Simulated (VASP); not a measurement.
Input of a VASP 6.6.1 run:

INCAR

```
SYSTEM = MnO
PREC = Accurate ; ENCUT = 520
EDIFF = 1E-6 ; ISMEAR = 0
SIGMA = 0.1 ; LREAL = .False.
LASPH = .True. ; NELM = 150
ALGO = Normal ; ISIF = 2
LWAVE = .False. ; LCHARG = .False.
ISPIN = 2 ; MAGMOM = 4 4 4 0 0 0
LORBIT = 11 ; LMAXMIX = 4
GGA = PE ; NBANDS = 42
```

Contents of KPOINTS:

```
regular mesh
0
Gamma
  6 6 4
  0 0 0
```

The input POSCAR:

```
MnO
1.0
    2.8166731900      0.0000000000      0.0000000000
    0.0000000000      3.1793724300      0.0000000000
    0.0000000000      0.0000000000      7.3459873500
Mn O
3 3
Direct
    0.5000000000      0.5000000000      0.1780484600
    0.5000000000      0.5000000000      0.8219515400
    0.0000000000      0.0000000000      0.5000000000
    0.5000000000      0.0000000000      0.3219515400
    0.0000000000      0.5000000000      0.0000000000
    0.5000000000      0.0000000000      0.6780484600
```

Potentials or basis: VASP PAW PBE potentials, release 64 (Mn_pv, O).

Run with:

```bash
$ cat potpaw_PBE.64/Mn_pv/POTCAR potpaw_PBE.64/O/POTCAR > POTCAR
$ mpirun -np 1 vasp_std > vasp.out
```

Q: Predict the site moments.

A: Mn +3.37, +3.11 (each value once); O +0.07, +0.13 (each value once) μB.

Q: Estimate the largest force.

A: 0.643 eV/Å.

Stress tensor (GPa, compression positive):
```
19.00  0.00  0.00
 0.00 19.47  0.00
 0.00  0.00 16.08
```

Caveat: the k points lie up to 0.37 Å⁻¹ apart; only a ferromagnetic start was run, and an antiferromagnetic order may lie lower in energy.
